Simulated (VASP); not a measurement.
# Sc3Cu: single point with PBE

Crystal: Sc3Cu.

```
Sc Cu
1.0
     0.00000    3.45486    3.45486
     3.45486    0.00000    3.45486
     3.45486    3.45486    0.00000
Sc Cu
3 1
Direct
  0.25000 0.25000 0.25000
  0.75000 0.75000 0.75000
  0.50000 0.50000 0.50000
  0.00000 0.00000 0.00000
```

The cell was built from a structure type or drawn by symmetry, and may not be a known phase.

```json
{"Program": "VASP 6.6.1", "Task": "single point", "Functional": "PBE", "Potentials or basis": "VASP PAW PBE potentials, release 64 (Sc_sv, Cu)", "Cutoff": "520 eV", "k mesh": "4 × 4 × 4", "Occupations": "gaussian, width 0.1 eV", "Spin": "no spin polarisation"}
```

```json
{"Pressure": "0.1 GPa", "Band gap on the k mesh": "zero (bands 22 and 23 overlap by 0.79 eV)"}
```

Levels at points of the mesh, in eV from the Fermi level:
```tsv
k point	band 17	band 18	band 19	band 20	band 21	band 22	band 23	band 24	band 25	band 26
(0.00, 0.00, 0.00)	-2.79	-2.79	-0.67	-0.67	-0.67	-0.41	-0.41	0.45	0.45	0.45
(0.50, 0.00, 0.00)	-2.72	-2.71	-2.71	-0.92	-0.92	0.01	0.15	0.15	0.77	0.77
(0.50, 0.50, 0.00)	-2.71	-2.71	-2.68	-0.82	-0.73	0.38	0.38	0.43	0.45	0.45
```

It took 83 s on 1 thread of Intel Xeon 8259CL, on a shared host, peak memory 0.2 GiB.

Caveat: the k points lie up to 0.39 Å⁻¹ apart, too coarse for converged energies and pressures of a metal.
